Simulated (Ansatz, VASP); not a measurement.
**Two plane-wave programs on CdTe**

INCAR

```
SYSTEM = CdTe
PREC = Accurate
ENCUT = 520
EDIFF = 1E-7
ISMEAR = 0
SIGMA = 0.05
LREAL = .FALSE.
LASPH = .TRUE.
NELM = 80
ALGO = Normal
ISIF = 2
LWAVE = .FALSE.
LCHARG = .FALSE.
GGA = PE
NBANDS = 16
```

KPOINTS

```
Automatic mesh
0
G
  10 10 10
  0 0 0
```

The input POSCAR:

```
CdTe
1.0
    0.0000000000      3.3526349513      3.3526349513
    3.3526349513      0.0000000000      3.3526349513
    3.3526349513      3.3526349513      0.0000000000
Cd Te
1 1
Direct
    0.0000000000      0.0000000000      0.0000000000
    0.2500000000      0.2500000000      0.2500000000
```

Input for Ansatz:

```yaml
crystal:
  lattice:
    - [0.0, 3.3526349513, 3.3526349513]
    - [3.3526349513, 0.0, 3.3526349513]
    - [3.3526349513, 3.3526349513, 0.0]
  atoms:
    - { symbol: Cd, position: [0.0, 0.0, 0.0] }
    - { symbol: Te, position: [0.25, 0.25, 0.25] }
basis:
  ecutwfc: 420
  ecutrho_ratio: 4
kpoints:
  mp_grid: { grid: [10, 10, 10] }
hamiltonian:
  xc: pbe
scf:
  occupations: { method: gaussian, width: 0.05 }
output:
  forces: true
  stress: true
  eigenvalues: true
  write_density: true
  write_potential: true
  elf: true
  volumetric_format: npy
```

Alike in both runs: task single point; functional PBE; k mesh 10 × 10 × 10; occupations gaussian, width 0.05 eV; no spin polarisation.

|  | VASP | Ansatz |
| --- | --- | --- |
| version | VASP 6.6.1 | Ansatz 0.2.0 |
| potentials or method | VASP PAW PBE potentials, release 64 (Cd, Te), cutoff 520 eV | scalar-relativistic, plane waves, PAW |
| valence electrons in the cell | 18 | 36 |

```csv
,VASP,Ansatz,Ansatz less VASP
gap on the k mesh at the Fermi level (eV),0.47,0.47,+0.003
least direct gap on the mesh (eV),0.47,0.47,+0.003
pressure (GPa),-1.2,-1.3,-0.09
```

VASP's potentials hold 18 valence electrons a cell and Ansatz's 36, so a difference there can come from the potentials and not from the codes.

Neither program's run includes spin-orbit coupling.
